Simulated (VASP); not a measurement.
Write the native input for VASP 6.6.1 that does the following.

- Task: single point
- Functional: PBEsol
- Potentials or basis: VASP PAW PBE potentials, release 64 (Y_sv, Hg)
- Cutoff: 520 eV
- k mesh: 10 × 10 × 10
- Occupations: fermi-dirac, width 0.08 eV
- Spin: no spin polarisation
- Dipole correction: no
- Further INCAR settings: ALGO = Normal; EDIFF = 1e-07; NBANDS = 18

The structure of YHg lies in POSCAR:

```
YHg
1.0
    3.6659674980      0.0000000000      0.0000000000
    0.0000000000      3.6659674980      0.0000000000
    0.0000000000      0.0000000000      3.6659674980
Y Hg
1 1
Direct
    0.5000000000      0.5000000000      0.5000000000
    0.0000000000      0.0000000000      0.0000000000
```

These files were run (other wordings do the same):

INCAR

```
PREC = Accurate
ENCUT = 520
EDIFF = 1E-7
ISMEAR = -1
SIGMA = 0.08
LREAL = False
LASPH = True
NELM = 80
ALGO = Normal
ISIF = 2
LWAVE = False
LCHARG = False
GGA = PS
NBANDS = 18
```

KPOINTS

```
regular mesh
0
Gamma
  10 10 10
```

Potentials or basis: VASP PAW PBE potentials, release 64 (Y_sv, Hg).

The run is started by

```bash
$ cat potpaw_PBE.64/Y_sv/POTCAR potpaw_PBE.64/Hg/POTCAR > POTCAR
$ mpirun -np 1 vasp_std > vasp.out
```

It gave:

```yaml
Pressure: 0.0 GPa
```

Caveat: the PAW data sets were made with another functional, which shifts forces and pressure a little.

Run time: 41 s on 1 thread of AMD EPYC 7R13 Processor (Zen 3), on a shared host, peak memory 0.18 GiB.
